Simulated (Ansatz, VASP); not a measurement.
## One calculation of InAs, two programs

```xyz
2
Lattice="0.0000 2.5852 3.1013 3.1013 0.0000 3.1013 3.1013 2.5852 0.0000" Properties=species:S:1:pos:R:3 pbc="T T T"
In    0.0000    0.0000    0.0000
As    4.6519    3.8779    4.6519
```

Alike in both runs: task single point; functional PBE; k mesh 14 × 14 × 14; occupations gaussian, width 0.15 eV; no spin polarisation.

|  | VASP | Ansatz |
| --- | --- | --- |
| version | VASP 6.6.1 | Ansatz 0.2.0 |
| potentials or method | VASP PAW PBE potentials, release 64 (In_d, As), cutoff 520 eV | scalar-relativistic, plane waves, PAW |
| valence electrons in the cell | 18 | 28 |

```csv
,VASP,Ansatz,Ansatz less VASP
gap on the k mesh at the Fermi level (eV),0.21,0.21,-0.001
least direct gap on the mesh (eV),0.22,0.22,+0.004
pressure (GPa),11.6,11.6,-0.09
"traceless stress, the component that is largest in VASP (GPa)",1.57,1.58,+0.015
```

VASP's potentials hold 18 valence electrons a cell and Ansatz's 28, so a difference there can come from the potentials and not from the codes.
